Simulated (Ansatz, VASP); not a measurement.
**TePb: VASP beside Ansatz**

INCAR

```
  PREC = Accurate
  ENCUT = 500
  EDIFF = 1E-7
  ISMEAR = 0
  SIGMA = 0.02
  LREAL = False
  LASPH = True
  NELM = 120
  ALGO = Normal
  ISIF = 3
  LWAVE = False
  LCHARG = False
  GGA = CA
  IBRION = 2
  NSW = 100
  EDIFFG = -0.002
  GGA_COMPAT = False
  NELMIN = 4
```

KPOINTS

```
regular mesh
0
Gamma
  10 10 10
```

File POSCAR:

```
TePb
1.0
    0.0000000000      3.1904241537      3.1904241537
    3.1904241537      0.0000000000      3.1904241537
    3.1904241537      3.1904241537      0.0000000000
Pb Te
1 1
Direct
    0.0000000000      0.0000000000      0.0000000000
    0.5000000000      0.5000000000      0.5000000000
```

Input for Ansatz:

```yaml
crystal:
  lattice:
    - [0.0, 3.1904241537, 3.1904241537]
    - [3.1904241537, 0.0, 3.1904241537]
    - [3.1904241537, 3.1904241537, 0.0]
  atoms:
    - { symbol: Pb, position: [0.0, 0.0, 0.0] }
    - { symbol: Te, position: [0.5, 0.5, 0.5] }
basis:
  ecutwfc: 420
kpoints:
  mp_grid: { grid: [10, 10, 10] }
hamiltonian:
  xc: lda
  pseudopotentials: { kind: paw }
scf:
  occupations: { method: gaussian, width: 0.02 }
output:
  forces: true
  stress: true
  eigenvalues: true
relax:
  adjacent_minimum: "off"
  f_tol: 0.002
  max_steps: 80
  cell: { stress_tol: 0.02 }
```

Alike in both runs: task relaxation of cell and atoms; functional LDA; k mesh 10 × 10 × 10; occupations gaussian, width 0.02 eV; no spin polarisation.

|  | VASP | Ansatz |
| --- | --- | --- |
| version | VASP 6.6.1 | Ansatz 0.2.0 |
| potentials or method | VASP PAW LDA potentials, release 64 (Pb_d, Te), cutoff 500 eV | scalar-relativistic, plane waves, PAW |
| valence electrons in the cell | 20 | 30 |

VASP gave:

| Quantity | Value |
| --- | --- |
| gap on the k mesh at the Fermi level, each at its own relaxed structure (eV) | 0.56 |
| relaxed volume (Å³/atom) | 32.51 |
| relaxed length of the cell vector where the two differ most in proportion (Å) | 4.514 |

Task: Estimate Ansatz's values.

Result: gap on the k mesh at the Fermi level, each at its own relaxed structure (eV): 0.57; relaxed volume (Å³/atom): 32.45; relaxed length of the cell vector where the two differ most in proportion (Å): 4.511.

LDA's correlation is that of Perdew and Zunger in VASP and of Perdew and Wang (1992) in Ansatz. VASP's potentials hold 20 valence electrons a cell and Ansatz's 30, so a difference there can come from the potentials and not from the codes.

Neither program's run includes spin-orbit coupling.
